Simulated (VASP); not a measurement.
Write the native input for VASP 6.6.1 that does the following.

| Item | Value |
| --- | --- |
| Task | single point |
| Functional | PBE |
| Potentials or basis | VASP PAW PBE potentials, release 64 (Ga_d) |
| Cutoff | 520 eV |
| k mesh | 21 × 21 × 21 |
| Occupations | fermi-dirac, width 0.05 eV |
| Spin | no spin polarisation |
| Dipole correction | no |
| Further INCAR settings | ALGO = Normal; EDIFF = 1e-06; NBANDS = 12 |

The structure of Ga lies in POSCAR:

```
Ga
1.0
   -1.2646764524      1.2646764524      1.2646764524
    1.2646764524     -1.2646764524      1.2646764524
    1.2646764524      1.2646764524     -1.2646764524
Ga
1
Direct
    0.0000000000      0.0000000000      0.0000000000
```

This isn't the form of Ga at room conditions, which is orthorhombic.

The input as run:

INCAR

```
SYSTEM = Ga
  PREC = Accurate
  ENCUT = 520
  EDIFF = 1E-6
  ISMEAR = -1
  SIGMA = 0.05
  LREAL = .False.
  LASPH = .True.
  NELM = 60
  ALGO = Normal
  ISIF = 2
  LWAVE = .False.
  LCHARG = .False.
  GGA = PE
  NBANDS = 12
```

KPOINTS

```
Automatic mesh
0
Gamma
  21 21 21
  0 0 0
```

Potentials or basis: VASP PAW PBE potentials, release 64 (Ga_d).

Run with:

```console
$ cat potpaw_PBE.64/Ga_d/POTCAR > POTCAR
$ mpirun -np 1 vasp_std > vasp.out
```

Results of the run:

| Property | Result |
| --- | --- |
| Pressure | 333.5 GPa |
| Band gap on the k mesh | zero (an odd number of electrons rules out a gap without spin polarisation) |

Caveat: the cell stands under pressure.

Wall time 33 s on 1 thread of Intel Xeon 8259CL, on a shared host, peak memory 0.14 GiB.
